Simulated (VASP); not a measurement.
Mo3Pt, 4 atoms in the cell. The structure is cubic, space group Pm-3m (No. 221). The conventional cell has a = 3.974 Å, b = 3.974 Å, c = 3.974 Å, α = 90.00°, β = 90.00°, γ = 90.00°. Mo (site symmetry 4/mmm) has 8 Mo at 2.81 Å and 4 Pt at 2.81 Å within 3.7 Å. Pt (site symmetry m-3m) has 12 Mo at 2.81 Å within 3.7 Å. 

* Program: VASP 6.6.1
* Task: relaxation of cell and atoms
* Functional: BLYP
* Dispersion: D3(BJ)
* Potentials or basis: VASP PAW PBE potentials, release 64 (Mo_sv, Pt)
* Cutoff: 600 eV
* k mesh: 7 × 7 × 7
* Occupations: gaussian, width 0.1 eV
* Spin: no spin polarisation
* Dipole correction: no
* Further INCAR settings: ALGO = Normal; EDIFF = 1e-07; IBRION = 2; EDIFFG = -0.02; NSW = 80; ISIF = 3

Potentials or basis: VASP PAW PBE potentials, release 64 (Mo_sv, Pt).

Launch:

```console
$ cat potpaw_PBE.64/Mo_sv/POTCAR potpaw_PBE.64/Pt/POTCAR > POTCAR
$ mpirun -np 1 vasp_std > vasp.out
```

Hardware: 1 thread of AMD EPYC 9R45 96-Core Processor (Zen 5) (shared host).

Problem. Estimate the wall time of this run.

Solution. Wall time 2.2 min on 1 thread of AMD EPYC 9R45 96-Core Processor (Zen 5) (shared host), peak memory 0.19 GiB. Counts: scf iterations 44, k points 20, ion steps 4.
